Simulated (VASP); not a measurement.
Input of a VASP 6.6.1 run:

INCAR

```
PREC = Accurate
ENCUT = 500
EDIFF = 1E-6
ISMEAR = 0
SIGMA = 0.15
LREAL = F
LASPH = T
NELM = 120
ALGO = Normal
ISIF = 2
LWAVE = F
LCHARG = F
GGA = PE
NBANDS = 32
GGA_COMPAT = F
```

Contents of KPOINTS:

```
Automatic mesh
0
Gamma
  3 3 2
```

File POSCAR:

```
HfTeSe5
1.0
    4.6998911763      0.0000000000      0.0000000000
    0.0000000000      4.6998911763      0.0000000000
    0.0000000000      0.0000000000      7.4587463868
Hf Te Se
1 1 5
Direct
    0.5000000000      0.5000000000      0.0000000000
    0.0000000000      0.0000000000      0.5000000000
    0.0000000000      0.5000000000      0.2403433174
    0.0000000000      0.5000000000      0.7596566826
    0.5000000000      0.0000000000      0.2403433174
    0.5000000000      0.0000000000      0.7596566826
    0.0000000000      0.0000000000      0.0000000000
```

Potentials or basis: VASP PAW PBE potentials, release 64 (Hf_pv, Te, Se).

The run is started by

```sh
$ cat potpaw_PBE.64/Hf_pv/POTCAR potpaw_PBE.64/Te/POTCAR potpaw_PBE.64/Se/POTCAR > POTCAR
$ mpirun -np 1 vasp_std > vasp.out
```

**Question.** What does it give for the band gap on the k mesh?

**Answer.** Zero (bands 23 and 24 overlap by 0.62 eV).

**Question.** What does it give for the largest force?

**Answer.** 0.083 eV/Å.

**Question.** Estimate the pressure.

**Answer.** 0.2 GPa.

Stress tensor (GPa, compression positive):
```
0.04 0.00 0.00
0.00 0.04 0.00
0.00 0.00 0.36
```

Caveat: the k points lie up to 0.45 Å⁻¹ apart, too coarse for converged energies and pressures of a metal; spin-orbit coupling is left out, which moves the levels of the heavy elements.
